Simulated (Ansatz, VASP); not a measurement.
## One calculation of Ta2N, two programs

The input INCAR:

```
  ALGO = Normal
  EDIFF = 1E-6
  ENCUT = 600
  GGA = PE
  GGA_COMPAT = False
  ISIF = 2
  ISMEAR = 0
  LASPH = True
  LCHARG = True
  LELF = True
  LREAL = False
  LVHAR = True
  LWAVE = False
  NBANDS = 40
  NELM = 120
  PREC = Accurate
  SIGMA = 0.1
```

Contents of KPOINTS:

```
k-points
0
Gamma
  4 4 4
```

File POSCAR:

```
Ta2N
1.0
    3.3463698700     -3.6737974500      0.0000000000
    3.3463698700      3.6737974500      0.0000000000
    0.0000000000      0.0000000000      4.1927281400
Ta N
4 2
Direct
    0.6684075900      0.3315924100      0.0000000000
    0.3315924100      0.6684075900      0.0000000000
    0.1424073900      0.1424073900      0.0000000000
    0.8575926100      0.8575926100      0.0000000000
    0.0000000000      0.0000000000      0.2416028500
    0.0000000000      0.0000000000      0.7583971500
```

Input for Ansatz:

```yaml
crystal:
  lattice:
    - [3.34636987, -3.67379745, 0.0]
    - [3.34636987, 3.67379745, 0.0]
    - [0.0, 0.0, 4.19272814]
  atoms:
    - { symbol: Ta, position: [0.66840759, 0.33159241, 0.0] }
    - { symbol: Ta, position: [0.33159241, 0.66840759, 0.0] }
    - { symbol: Ta, position: [0.14240739, 0.14240739, 0.0] }
    - { symbol: Ta, position: [0.85759261, 0.85759261, 0.0] }
    - { symbol: "N", position: [0.0, 0.0, 0.24160285] }
    - { symbol: "N", position: [0.0, 0.0, 0.75839715] }
basis:
  ecutwfc: 420
kpoints:
  mp_grid: { grid: [4, 4, 4] }
hamiltonian:
  xc: pbe
scf:
  occupations: { method: gaussian, width: 0.1 }
  lower_state_search: "off"
output:
  forces: true
  stress: true
  eigenvalues: true
```

Alike in both runs: task single point; functional PBE; k mesh 4 × 4 × 4; occupations gaussian, width 0.1 eV; no spin polarisation.

|  | VASP | Ansatz |
| --- | --- | --- |
| version | VASP 6.6.1 | Ansatz 0.2.0 |
| potentials or method | VASP PAW PBE potentials, release 64 (Ta_sv_GW, N), cutoff 600 eV | scalar-relativistic, plane waves, PAW |
| valence electrons in the cell | 62 | 62 |

|  | VASP | Ansatz | Ansatz less VASP |
| --- | --- | --- | --- |
| gap on the k mesh at the Fermi level (eV) | none | none | - |
| rms of the force components (eV/Å) | 42.534 | 40.542 | -1.9925 |

Atom by atom the forces differ by 1.993 eV/Å (rms over components). A gap of «none» marks a metal or a gap that the smearing closes.

The k mesh is coarse, so the values compare programs but aren't converged. Neither program's run includes spin-orbit coupling.
